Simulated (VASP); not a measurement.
The system is Bi.

```
Bi
1.0
     3.19600    0.00000    0.00000
     0.00000    3.19600    0.00000
     0.00000    0.00000    3.48041
Bi
1
Cartesian
  1.5980 1.5980 0.0000
```

```yaml
Program: VASP 6.6.1
Task: relaxation of cell and atoms
Functional: PBE
Potentials_or_basis: VASP PAW PBE potentials, release 64 (Bi_d)
Cutoff: 600 eV
k_mesh: 6 × 6 × 6
Occupations: gaussian, width 0.1 eV
Spin: no spin polarisation
```

At the start: pressure 0.2 GPa; volume 35.55 Å³/atom.

Question: Where does the relaxation end?

Answer: Over 8 steps the energy falls by 36.2 meV/atom and the volume is 35.28 Å³/atom (-0.8 %); space group Pm-3m (No. 221, to 0.05 Å).

The path:
| step | energy change (eV) | largest force (eV/Å) | pressure (GPa) | volume (Å³) |
| --- | --- | --- | --- | --- |
| 1 | 0.0000 | 0.0000 | 0.23 | 35.55 |
| 2 | -0.0322 | 0.0000 | -0.63 | 35.77 |
| 3 | -0.0342 | 0.0000 | -0.68 | 35.81 |
| 4 | -0.0333 | 0.0000 | -0.77 | 35.87 |
| 5 | -0.0348 | 0.0000 | -0.79 | 35.83 |
| 6 | -0.0348 | 0.0000 | -0.77 | 35.83 |
| 7 | -0.0356 | 0.0000 | 0.50 | 34.91 |
| 8 | -0.0362 | 0.0000 | -0.06 | 35.28 |

Final structure:
```yaml
crystal:
  lattice:
    - [3.28218, 0.00000, 0.00000]
    - [0.00000, 3.28218, 0.00000]
    - [0.00000, 0.00000, 3.27477]
  atoms:
    - { symbol: Bi, position: [0.50000, 0.50000, 0.00000] }
```
